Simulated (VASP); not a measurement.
## Al36H: single point with PBE+D3(BJ)

Al36H, a slab with vacuum:

```xyz
37
Lattice="5.6288 0.0000 0.0000 -2.8144 4.8747 0.0000 0.0000 0.0000 35.8074" Properties=species:S:1:pos:R:3 pbc="T T T"
Al    0.0000    1.6249    4.0000
Al   -1.4072    4.0623    4.0000
Al    2.8144    1.6249    4.0000
Al    1.4072    4.0623    4.0000
Al    0.0000    0.0000    6.3103
Al   -1.4072    2.4374    6.3103
Al    2.8144    0.0000    6.3103
Al    1.4072    2.4374    6.3103
Al    1.4072    0.8125    8.6205
Al    0.0000    3.2498    8.6205
Al    4.2216    0.8125    8.6205
Al    2.8144    3.2498    8.6205
Al    0.0000    0.0000   10.9308
Al   -1.4072    2.4374   10.9308
Al    2.8144    0.0000   10.9308
Al    1.4072    2.4374   10.9308
Al    0.0000    1.6249   13.2230
Al   -1.4072    4.0623   13.2230
Al    2.8144    1.6249   13.2230
Al    1.4072    4.0623   13.2230
Al    0.0000    0.0000   15.5145
Al   -1.4072    2.4374   15.5145
Al    2.8144    0.0000   15.5145
Al    1.4072    2.4374   15.5145
Al    1.4072    0.8125   17.8382
Al    0.0000    3.2498   17.8382
Al    4.2216    0.8125   17.8382
Al    2.8144    3.2498   17.8382
Al    0.0000    0.0000   20.1482
Al   -1.4072    2.4374   20.1482
Al    2.8144    0.0000   20.1482
Al    1.4072    2.4374   20.1482
Al    0.0000    1.6249   22.5074
Al   -1.4072    4.0623   22.5074
Al    2.8144    1.6249   22.5074
Al    1.4072    4.0623   22.5074
H     0.0000    1.6249   25.0074
```

- Program: VASP 6.6.1
- Task: single point
- Functional: PBE
- Dispersion: D3(BJ)
- Potentials or basis: VASP PAW PBE potentials, release 64 (Al, H)
- Cutoff: 520 eV
- k mesh: 6 × 6 × 1
- Occupations: gaussian, width 0.1 eV
- Spin: no spin polarisation

- Largest force: 1.650 eV/Å
- Band gap on the k mesh: zero (an odd number of electrons rules out a gap without spin polarisation)
- Dispersion energy per atom: -0.305 eV

Forces on the atoms (eV/Å):
```
Al   0.000  0.000 -0.111
Al  -0.003 -0.002 -0.101
Al   0.000  0.003 -0.101
Al   0.003 -0.002 -0.101
Al   0.000  0.053  0.104
Al   0.046 -0.027  0.104
Al   0.000  0.000  0.135
Al  -0.046 -0.027  0.104
Al  -0.025  0.014 -0.022
Al   0.000 -0.029 -0.022
Al   0.025  0.014 -0.022
Al   0.000  0.000 -0.023
Al   0.000  0.021  0.023
Al   0.018 -0.010  0.023
Al   0.000  0.000 -0.013
Al  -0.018 -0.010  0.023
Al   0.000  0.000  0.040
Al  -0.004 -0.002 -0.010
Al   0.000  0.005 -0.010
Al   0.004 -0.002 -0.010
Al   0.000  0.043  0.004
Al   0.037 -0.022  0.004
Al   0.000  0.000  0.077
Al  -0.037 -0.022  0.004
Al  -0.004  0.003 -0.029
Al   0.000 -0.005 -0.029
Al   0.004  0.003 -0.029
Al   0.000  0.000  0.035
Al   0.000 -0.016  0.013
Al  -0.014  0.008  0.013
Al   0.000  0.000 -0.052
Al   0.014  0.008  0.013
Al   0.000  0.000  1.650
Al   0.020  0.011 -0.014
Al   0.000 -0.023 -0.014
Al  -0.020  0.011 -0.014
H    0.000  0.000 -1.642
```

Levels at points of the mesh, in eV from the Fermi level:
```
           k point  band 52  band 53  band 54  band 55  band 56  band 57  band 58  band 59
(0.00, 0.00, 0.00)    -1.28    -1.28    -1.20    -0.70    -0.55    -0.55    -0.47    -0.45
(0.50, 0.00, 0.00)    -0.13    -0.12    -0.08    -0.04     0.28     0.44     0.44     0.51
```

Wall time 30 min on 1 thread of Intel(R) Xeon(R) 6975P-C (Granite Rapids), on a shared host, peak memory 1 GiB.
